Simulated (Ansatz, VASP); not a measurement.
# AlN: VASP beside Ansatz

```xyz
4
Lattice="3.3014 0.0000 0.0000 -1.6507 2.8591 0.0000 0.0000 0.0000 4.3470" Properties=species:S:1:pos:R:3 pbc="T T T"
Al    0.0000    1.9061    3.2603
Al    1.6507    0.9530    1.0868
N     0.0000    1.9061    1.0868
N     1.6507    0.9530    3.2603
```

Alike in both runs: task single point; functional PBEsol; k mesh 9 × 9 × 6; occupations gaussian, width 0.05 eV; no spin polarisation.

|  | VASP | Ansatz |
| --- | --- | --- |
| version | VASP 6.6.1 | Ansatz 0.2.0 |
| potentials or method | VASP PAW PBE potentials, release 64 (Al, N), cutoff 520 eV | scalar-relativistic, plane waves, PAW |
| valence electrons in the cell | 16 | 16 |

```tsv
	VASP	Ansatz	Ansatz less VASP
gap on the k mesh at the Fermi level (eV)	2.85	2.84	-0.013
least direct gap on the mesh (eV)	2.85	2.84	-0.013
pressure (GPa)	-7.8	-7.8	+0.01
traceless stress, the component that is largest in VASP (GPa)	-3.56	-3.51	+0.048
```

VASP's potentials were made for PBE, not for PBEsol, and Ansatz warns of the same on its side.
